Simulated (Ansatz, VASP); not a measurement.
**InSb3: VASP beside Ansatz**

```
In Sb
1.0
     0.00000    3.66207    3.66207
     3.66207    0.00000    3.66207
     3.66207    3.66207    0.00000
In Sb
1 3
Direct
  0.00000 0.00000 0.00000
  0.25000 0.25000 0.25000
  0.75000 0.75000 0.75000
  0.50000 0.50000 0.50000
```

Alike in both runs: task single point; functional PBEsol; dispersion D3(BJ); k mesh 12 × 12 × 12; occupations gaussian, width 0.15 eV; no spin polarisation.

|  | VASP | Ansatz |
| --- | --- | --- |
| version | VASP 6.6.1 | Ansatz 0.2.0 |
| potentials or method | VASP PAW PBE potentials, release 64 (In_d, Sb), cutoff 520 eV | scalar-relativistic, plane waves, PAW |
| valence electrons in the cell | 28 | 58 |

```tsv
	VASP	Ansatz	Ansatz less VASP
gap on the k mesh at the Fermi level (eV)	none	none	-
pressure (GPa)	0.3	0.3	-0.04
```

VASP's potentials were made for PBE, not for PBEsol. A gap of «none» marks a metal or a gap that the smearing closes. VASP's potentials hold 28 valence electrons a cell and Ansatz's 58, so a difference there can come from the potentials and not from the codes.

Spin-orbit coupling is off throughout.
